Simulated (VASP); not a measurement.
# Ta (Im-3m) in VASP: notebook

Runs on Ta. Level: LDA. Tasks: single point, relaxation of cell and atoms.

Program: VASP 6.6.1. These are calculated values, not measurements. Logs are shortened: lines on timing, memory, paths and dates and some standing lists are left out, and cuts for length are marked.

## (1) The cell of the first run

The structure is cubic, space group Im-3m (No. 229). Conventional cell: a = 3.253 Å, b = 3.253 Å, c = 3.253 Å, α = 90.00°, β = 90.00°, γ = 90.00°. Within 3.7 Å of Ta (site symmetry m-3m) lie 14 Ta at 2.82 to 3.25 Å.

## (2) Single point, LDA

Input file INCAR:

```
SYSTEM = Ta
ALGO     = Normal         ! electronic algorithm
EDIFF    = 1E-7           ! SCF threshold, eV
ENCUT    = 520            ! plane-wave cutoff, eV
ISIF     = 2              ! what is computed and relaxed
ISMEAR   = 0              ! smearing method
LASPH    = .TRUE.         ! aspherical terms in the spheres
LCHARG   = .TRUE.         ! write CHGCAR
LELF     = .TRUE.         ! ELF
LREAL    = .FALSE.        ! projectors in reciprocal space
LVHAR    = .TRUE.       
LWAVE    = .FALSE.        ! write WAVECAR
NBANDS   = 12             ! bands
NELM     = 60             ! most SCF steps
PREC     = Accurate       ! precision mode
SIGMA    = 0.1            ! smearing width, eV
```

Input file KPOINTS:

```
k-points
0
G
  16 16 16
  0 0 0
```

Input file POSCAR:

```
Ta
1.0
   -1.6264349082      1.6264349082      1.6264349082
    1.6264349082     -1.6264349082      1.6264349082
    1.6264349082      1.6264349082     -1.6264349082
Ta
1
Direct
    0.0000000000      0.0000000000      0.0000000000
```

Potentials or basis: VASP PAW LDA potentials, release 64 (Ta_pv).

Run with:

```
$ cat potpaw_LDA.64/Ta_pv/POTCAR > POTCAR
$ mpirun -np 1 vasp_std > vasp.out
```

OUTCAR:

```text
SYSTEM = Ta
   EDIFF = 1E-7
   ENCUT = 520
   ISIF = 2
   ISMEAR = 0
   LASPH = .TRUE.
   LREAL = .FALSE.
   NELM = 60
   PREC = Accurate

 ion  position               nearest neighbor table
   1  0.000  0.000  0.000-

  LATTYP: Found a body centered cubic cell.
 ALAT       =     3.2528698164

  Lattice vectors:

 A1 = (  -1.6264349082,   1.6264349082,   1.6264349082)
 A2 = (   1.6264349082,  -1.6264349082,   1.6264349082)
 A3 = (   1.6264349082,   1.6264349082,  -1.6264349082)

Analysis of symmetry for initial positions (statically):
=====================================================================
 Subroutine PRICEL returns:
 Original cell was already a primitive cell.

 Routine SETGRP: Setting up the symmetry group for a
 body centered cubic supercell.

 Subroutine GETGRP returns: Found 48 space group operations
 (whereof 48 operations were pure point group operations)
 out of a pool of 48 trial point group operations.

The static configuration has the point symmetry O_h .

Analysis of symmetry for dynamics (positions and initial velocities):
=====================================================================
 Subroutine PRICEL returns:
 Original cell was already a primitive cell.

 Routine SETGRP: Setting up the symmetry group for a
 body centered cubic supercell.

 Subroutine GETGRP returns: Found 48 space group operations
 (whereof 48 operations were pure point group operations)
 out of a pool of 48 trial point group operations.

The dynamic configuration has the point symmetry O_h .

 Subroutine INISYM returns: Found 48 space group operations
 (whereof 48 operations are pure point group operations),
 and found     1 'primitive' translations

----------------------------------------------------------------------------------------

                                     Primitive cell

  volume of cell :      17.2096

  direct lattice vectors                    reciprocal lattice vectors
    -1.626434908  1.626434908  1.626434908     0.000000000  0.307420849  0.307420849
     1.626434908 -1.626434908  1.626434908     0.307420849  0.000000000  0.307420849
     1.626434908  1.626434908 -1.626434908     0.307420849  0.307420849  0.000000000

  length of vectors
     2.817067896  2.817067896  2.817067896     0.434758734  0.434758734  0.434758734

  position of ions in fractional coordinates (direct lattice)
     0.000000000  0.000000000  0.000000000

  ion indices of the primitive-cell ions
   primitive index   ion index
                 1           1

----------------------------------------------------------------------------------------

 KPOINTS: k-points

Automatic generation of k-mesh.
 Grid dimensions read from file:
 generate k-points for:   16   16   16

 Generating k-lattice:

  Cartesian coordinates                     Fractional coordinates (reciprocal lattice)
     0.000000000  0.019213803  0.019213803     0.062500000  0.000000000  0.000000000
     0.019213803  0.000000000  0.019213803     0.000000000  0.062500000  0.000000000
     0.019213803  0.019213803  0.000000000     0.000000000  0.000000000  0.062500000

  Length of vectors
     0.027172421  0.027172421  0.027172421

  Shift w.r.t. Gamma in fractional coordinates (k-lattice)
     0.000000000  0.000000000  0.000000000

 Subroutine IBZKPT returns following result:
 ===========================================

 Found    145 irreducible k-points:

 Following reciprocal coordinates:
            Coordinates               Weight
  0.000000  0.000000  0.000000      1.000000
  0.062500  0.000000  0.000000     12.000000
  0.125000  0.000000  0.000000     12.000000
  0.187500  0.000000  0.000000     12.000000
  0.250000  0.000000  0.000000     12.000000
  0.312500  0.000000  0.000000     12.000000
[... 16 lines left out ...]
  0.187500  0.187500  0.000000     24.000000
  0.250000  0.187500 -0.000000     48.000000
 [... further k-points ...]
   k-points           NKPTS =    145   k-points in BZ     NKDIM =    145   number of bands    NBANDS=     12
   number of dos      NEDOS =    301   number of ions     NIONS =      1
   total plane-waves  NPLWV =  13824
   dimension x,y,z NGX =    24 NGY =   24 NGZ =   24
   dimension x,y,z NGXF=    48 NGYF=   48 NGZF=   48
   ions per type =               1
   NGX,Y,Z   is equivalent  to a cutoff of  14.16, 14.16, 14.16 a.u.
   NGXF,Y,Z  is equivalent  to a cutoff of  28.33, 28.33, 28.33 a.u.
 SYSTEM =  Ta
   PREC   = accura    normal or accurate (medium, high low for compatibility)
   ISTART =      0    job   : 0-new  1-cont  2-samecut
   ICHARG =      2    charge: 1-file 2-atom 10-const
   ISPIN  =      1    spin polarized calculation?
   LNONCOLLINEAR =      F non collinear calculations
   LSORBIT =      F    spin-orbit coupling
   LASPH  =      T    aspherical Exc in radial PAW
   ENCUT  =  520.0 eV  38.22 Ry    6.18 a.u.   5.24  5.24  5.24*2*pi/ulx,y,z
   NELM   =     60;   NELMIN=  2; NELMDL= -5     # of ELM steps
   EDIFF  = 0.1E-06   stopping-criterion for ELM
   LREAL  =      F    real-space projection
   EDIFFG = 0.1E-05   stopping-criterion for IOM
   NSW    =      0    number of steps for IOM
   IBRION =     -1    ionic relax: 0-MD 1-quasi-New 2-CG
   NFREE  =      0    steps in history (QN), initial steepest desc. (CG)
   ISIF   =      2    stress and relaxation
   ISYM   =      2    0-nonsym 1-usesym 2-fastsym
   POTIM  = 0.5000    time-step for ionic-motion
   TEBEG  =    0.0;   TEEND  =   0.0 temperature during run
   PSTRESS=    0.0 pullay stress
   NELECT =      11.0000    total number of electrons
   NUPDOWN=      -1.0000    fix difference up-down
   EMIN   =  10.00;   EMAX   =-10.00  energy-range for DOS
   EFERMI =   0.00;   METHOD = LEGACY
   ISMEAR =     0;   SIGMA  =   0.10  broadening in eV -4-tet -1-fermi 0-gaus
   EFERMI_NEDOS =   21; number of points for ismear=-14 and -15
   IALGO  =     38    algorithm
   IMIX   =      4    mixing-type and parameters
     AMIX     =   0.40;   BMIX     =  1.00
     AMIX_MAG =   1.60;   BMIX_MAG =  1.00
  volume/ion in A,a.u.               =      17.21       116.14
  Fermi-wavevector in a.u.,A,eV,Ry     =   1.410205  2.664902 27.057624  1.988679
  Thomas-Fermi vector in A             =   2.532183
   LORBIT       =      0    0 simple, 1 ext, 2 COOP (PROOUT), +10 PAW based schemes
   GGA     = CA    functional components
   LHFCALC =     F    Hartree Fock is set to
   AEXX    =    0.0000 exact exchange contribution
   IVDW    =     0    specifies the selected vdW correction
   LEPSILON=     F    determine dielectric tensor
   LRPA    =     F    only Hartree local field effects (RPA)
 non-spin polarized calculation
 Gauss-broadening in eV      SIGMA  =   0.10
  energy-cutoff  :      520.00
  volume of cell :       17.21
 maximum number of plane-waves:       476
 NGX is ok and might be reduce to    24
   NGX = 11   NGY = 11   NGZ = 11

 number of electron      11.0000000 magnetization

 Free energy of the ion-electron system (eV)
  ---------------------------------------------------
  ext. energy  EPLUGINS =         0.00000000
  ---------------------------------------------------
  free energy    TOTEN  =       -12.82722206 eV

  energy without entropy =      -12.81971110  energy(sigma->0) =      -12.82346658

 E-fermi :   5.7754     XC(G=0): -13.0283

 val. band max:        5.7738696457   @ k =  -0.4375   0.4375   0.1250
 cond. band min:       5.7873409861   @ k =   0.1250   0.0625   0.0000
 fundamental gap:      0.0134713405
 Fermi energy:         5.7754453163

 k-point     1 :       0.0000    0.0000    0.0000
  band No.  band energies     occupation
      1     -26.9337      2.00000
      2     -26.9337      2.00000
      3     -26.9337      2.00000
      4      -2.2284      2.00000
      5       6.4522      0.00000
      6       6.4522      0.00000
      7       6.4522      0.00000
      8       9.8753      0.00000
      9       9.8753      0.00000
     10      19.6300      0.00000
     11      21.0706      0.00000
     12      21.0706      0.00000

 k-point     2 :       0.0625    0.0000    0.0000
  band No.  band energies     occupation
      1     -26.9919      2.00000
      2     -26.9513      2.00000
      3     -26.9340      2.00000
      4      -2.0421      2.00000
      5       6.3317      0.00000
      6       6.4192      0.00000
      7       6.6347      0.00000
      8       9.6775      0.00000
      9       9.8752      0.00000
     10      19.6300      0.00000
     11      21.2401      0.00000
     12      21.3926      0.00000

 k-point     3 :       0.1250    0.0000    0.0000
  band No.  band energies     occupation
      1     -27.1549      2.00000
      2     -27.0012      2.00000
      3     -26.9352      2.00000
      4      -1.5104      2.00000
      5       6.0073      0.00104
      6       6.2709      0.00000
      7       7.1746      0.00000
      8       9.3074      0.00000
      9       9.8883      0.00000
     10      19.6297      0.00000
     11      21.6477      0.00000
     12      22.3184      0.00000

 k-point     4 :       0.1875    0.0000    0.0000
  band No.  band energies     occupation
      1     -27.3918      2.00000
      2     -27.0750      2.00000
      3     -26.9368      2.00000
      4      -0.7210      2.00000
      5       5.5653      1.99704
      6       5.9584      0.00965
      7       8.0500      0.00000
      8       9.1386      0.00000
      9       9.9450      0.00000
     10      19.6291      0.00000
     11      21.8974      0.00000
     12      23.7522      0.00000

 k-point     5 :       0.2500    0.0000    0.0000
  band No.  band energies     occupation
      1     -27.6611      2.00000
      2     -27.1607      2.00000
      3     -26.9389      2.00000
      4       0.1555      2.00000
      5       5.0966      2.00000
      6       5.6585      1.90175
      7       9.2209      0.00000
      8       9.2710      0.00000
      9      10.0731      0.00000
     10      19.6277      0.00000
     11      21.3877      0.00000
     12      23.2763      0.00000
[... 228 lines left out ...]
      1     -28.2153      2.00000
      2     -27.4284      2.00000
      3     -27.0176      2.00000
      4       1.7428      2.00000
      5       4.2294      2.00000
      6       6.4652      0.00000
      7       9.6210      0.00000
      8      11.0153      0.00000
      9      14.1508      0.00000
     10      17.8905      0.00000
     11      19.4374      0.00000
     12      19.6520      0.00000

 k-point    22 :       0.4375    0.1250    0.0000
  band No.  band energies     occupation
      1     -28.2538      2.00000
      2     -27.4499      2.00000
      3     -27.0185      2.00000
      4       1.7313      2.00000
      5       4.1734      2.00000
      6       6.8328      0.00000
      7       9.5830      0.00000
      8      11.1876      0.00000
      9      14.7080      0.00000
     10      17.3561      0.00000
     11      19.1053      0.00000
     12      19.6432      0.00000

 k-point    23 :       0.1875    0.1875    0.0000
  band No.  band energies     occupation
      1     -27.8910      2.00000
      2     -27.2703      2.00000
      3     -27.0361      2.00000
      4       1.4361      2.00000
      5       4.6821      2.00000
      6       5.0755      2.00000
      7       8.9258      0.00000
      8      10.7133      0.00000
      9      11.3422      0.00000
     10      19.6182      0.00000
     11      20.5460      0.00000
     12      23.0368      0.00000

 k-point    24 :       0.2500    0.1875   -0.0000
  band No.  band energies     occupation
      1     -28.0273      2.00000
      2     -27.3866      2.00000
      3     -27.0547      2.00000
      4       2.0586      2.00000
      5       4.4171      2.00000
      6       5.1750      2.00000
      7       9.2027      0.00000
      8      10.8013      0.00000
      9      12.8851      0.00000
     10      19.1777      0.00000
     11      19.6643      0.00000
     12      22.0041      0.00000

 [... further k-points ...]
[... 5 lines left out ...]
  --------------------------------------------------------------------------------------
  -------------------------------------------------------------------------------------
  Total        0.0853192      0.0853192      0.0853192      0.0000000      0.0000000      0.0000000
  in kB        7.9430458      7.9430458      7.9430458      0.0000000      0.0000000      0.0000000
  external PRESSURE =       7.9430458 kB  Pullay stress =       0.0000000 kB

 VOLUME and BASIS-vectors are now :
 -----------------------------------------------------------------------------
  energy-cutoff  :      520.00
  volume of cell :       17.21
      direct lattice vectors                 reciprocal lattice vectors
    -1.626434908  1.626434908  1.626434908     0.000000000  0.307420849  0.307420849
     1.626434908 -1.626434908  1.626434908     0.307420849  0.000000000  0.307420849
     1.626434908  1.626434908 -1.626434908     0.307420849  0.307420849  0.000000000

 POSITION                                       TOTAL-FORCE (eV/Angst)
 -----------------------------------------------------------------------------------
      0.00000      0.00000      0.00000        -0.000000      0.000000      0.000000
 -----------------------------------------------------------------------------------
    total drift:                                0.000000      0.000000     -0.000000

  FREE ENERGIE OF THE ION-ELECTRON SYSTEM (eV)
  ---------------------------------------------------
  free  energy   TOTEN  =       -12.8272220569 eV

  energy  without entropy=      -12.8197110962  energy(sigma->0) =      -12.82346658
```

Run time: 16 s. Hardware: 1 thread of Intel Xeon Platinum 8375C at 2.90GHz (Ice Lake), shared host; peak memory 0.15 GiB.

What came out:

| Item | Value |
| --- | --- |
| Free energy | -12.8272 eV |
| Pressure | 0.8 GPa |

Caveat: spin-orbit coupling is left out, which moves the levels of the heavy elements.

## (3) Relaxation of cell and atoms, LDA

This run uses another cell than the first one, of 18.13 Å³/atom, 1.054 times its volume.

Input file INCAR:

```
PREC = Accurate
ENCUT = 600
EDIFF = 1E-7
ISMEAR = 0
SIGMA = 0.1
LREAL = False
LASPH = True
NELM = 80
ALGO = Normal
ISIF = 3
LWAVE = False
LCHARG = False
IBRION = 2
NSW = 80
EDIFFG = -0.005
```

Input file KPOINTS:

```
regular mesh
0
Gamma
  16 16 16
```

Input file POSCAR:

```
Ta
1.0
   -1.6550000000      1.6550000000      1.6550000000
    1.6550000000     -1.6550000000      1.6550000000
    1.6550000000      1.6550000000     -1.6550000000
Ta
1
Direct
    0.0000000000      0.0000000000      0.0000000000
```

Potentials or basis: VASP PAW LDA potentials, release 64 (Ta_pv).

Run with:

```
$ cat potpaw_LDA.64/Ta_pv/POTCAR > POTCAR
$ mpirun -np 1 vasp_std > vasp.out
```

Run time: 31 s. Hardware: 1 thread of Intel Xeon Platinum 8375C at 2.90GHz (Ice Lake), shared host; peak memory 0.16 GiB.

Results (log left out):

| Item | Value |
| --- | --- |
| Free energy | -12.8276 eV |
| Relaxed volume | 17.28 Å³/atom |
| Relaxed cell | a = 2.821 Å, b = 2.821 Å, c = 2.821 Å, α = 109.47°, β = 109.47°, γ = 109.47° |
| Space group after relaxing (to 0.05 Å) | Im-3m (No. 229) |
| Energy gained by relaxing | 26.2 meV/atom |
| Ionic steps | 4 |
| Pressure after relaxing | 0.0 GPa |

The path:
```
step  energy change (eV)  largest force (eV/Å)  pressure (GPa)  volume (Å³)
   1              0.0000                0.0000           -9.44        18.13
   2              0.1237                0.0000           29.10        15.47
   3             -0.0262                0.0000           -0.42        17.31
   4             -0.0262                0.0000           -0.04        17.28
```

Final structure:
```
CELL_PARAMETERS angstrom
-1.62861 1.62861 1.62861
1.62861 -1.62861 1.62861
1.62861 1.62861 -1.62861
ATOMIC_POSITIONS crystal
Ta 0.00000 0.00000 0.00000
```

Levels at points of the mesh, in eV from the Fermi level:
```csv
k point,band 2,band 3,band 4,band 5,band 6,band 7,band 8,band 9
"(0.00, 0.00, 0.00)",-32.72,-32.72,-7.99,0.68,0.68,0.68,4.09,4.09
"(0.50, 0.00, 0.00)",-33.16,-32.73,-4.55,-1.70,1.95,4.00,5.06,8.17
"(0.50, 0.50, 0.50)",-33.67,-33.67,-4.06,-4.06,7.14,7.14,7.14,9.15
```

Caveat: spin-orbit coupling is left out, which moves the levels of the heavy elements.
